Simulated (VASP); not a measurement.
Here is a VASP 6.6.1 calculation.

File INCAR:

```
SYSTEM = Sn
PREC     = Accurate       ! precision mode
ENCUT    = 520            ! plane-wave cutoff, eV
EDIFF    = 1E-7           ! SCF threshold, eV
ISMEAR   = -1             ! smearing method
SIGMA    = 0.1            ! smearing width, eV
LREAL    = .False.        ! projectors in reciprocal space
LASPH    = .True.         ! aspherical terms in the spheres
NELM     = 100            ! most SCF steps
ALGO     = Normal         ! electronic algorithm
ISIF     = 2              ! what is computed and relaxed
LWAVE    = .False.        ! write WAVECAR
LCHARG   = .False.        ! write CHGCAR
NBANDS   = 13             ! bands
```

KPOINTS

```
regular mesh
0
Gamma
  12 12 12
  0 0 0
```

File POSCAR:

```
Sn
1.0
   -1.7265390000      1.7755470000      2.3383420000
    1.7265390000     -1.7755470000      2.3383420000
    1.7265390000      1.7755470000     -2.3383420000
Sn
1
Direct
    0.0000000000      0.0000000000      0.0000000000
```

Potentials or basis: VASP PAW LDA potentials, release 64 (Sn_d).

Command:

```console
$ cat potpaw_LDA.64/Sn_d/POTCAR > POTCAR
$ mpirun -np 1 vasp_std > vasp.out
```

Problem. Predict the pressure.

Solution. -4.8 GPa.

Problem. What does it give for the band gap on the k mesh?

Solution. Zero (band 7 reaches 14.15 eV, above the bottom of band 8 at 5.34 eV).

Stress tensor (GPa, compression positive):
```
-4.45  0.00  0.00
 0.00 -4.96  0.00
 0.00  0.00 -5.04
```

Caveat: spin-orbit coupling is left out, which moves the levels of the heavy elements.
